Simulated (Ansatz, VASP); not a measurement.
# One calculation of SiGe, two programs

The input INCAR:

```
  PREC = Accurate
  ENCUT = 520
  EDIFF = 1E-6
  ISMEAR = 0
  SIGMA = 0.02
  LREAL = False
  LASPH = True
  NELM = 80
  ALGO = Normal
  ISIF = 2
  LWAVE = False
  LCHARG = False
  GGA = PS
  NBANDS = 26
```

File KPOINTS:

```
regular mesh
0
Gamma
  12 12 6
```

File POSCAR:

```
SiGe
1.0
    3.9005969071      0.0000000000      0.0000000000
   -1.9502984535      3.3780160114      0.0000000000
    0.0000000000      0.0000000000      6.4433927750
Si Ge
2 2
Direct
    0.6666666667      0.3333333333      0.8745463427
    0.3333333333      0.6666666667      0.3745463427
    0.6666666667      0.3333333333      0.5004526573
    0.3333333333      0.6666666667      0.0004526573
```

Input for Ansatz:

```yaml
crystal:
  lattice:
    - [3.9005968931, 0.0, 0.0]
    - [-1.9502984466, 3.3780159994, 0.0]
    - [0.0, 0.0, 6.4433927721]
  atoms:
    - { symbol: Si, position: [0.6666666667, 0.3333333333, 0.874546342] }
    - { symbol: Si, position: [0.3333333333, 0.6666666667, 0.374546342] }
    - { symbol: Ge, position: [0.6666666667, 0.3333333333, 0.500452658] }
    - { symbol: Ge, position: [0.3333333333, 0.6666666667, 0.000452658] }
basis:
  ecutwfc: 420
kpoints:
  mp_grid: { grid: [12, 12, 6] }
hamiltonian:
  xc: pbesol
scf:
  occupations: { method: gaussian, width: 0.02 }
output:
  forces: true
  stress: true
  eigenvalues: true
```

Alike in both runs: task single point; functional PBEsol; k mesh 12 × 12 × 6; occupations gaussian, width 0.02 eV; no spin polarisation.

|  | VASP | Ansatz |
| --- | --- | --- |
| version | VASP 6.6.1 | Ansatz 0.2.0 |
| potentials or method | VASP PAW PBE potentials, release 64 (Si, Ge_d), cutoff 520 eV | scalar-relativistic, plane waves, PAW |
| valence electrons in the cell | 36 | 36 |

Ansatz gave:

- gap on the k mesh at the Fermi level (eV): 0.35
- least direct gap on the mesh (eV): 0.40
- pressure (GPa): 0.0

What did VASP give for the same quantities?

gap on the k mesh at the Fermi level (eV): 0.35; least direct gap on the mesh (eV): 0.41; pressure (GPa): 0.0.

VASP's potentials were made for PBE, not for PBEsol.
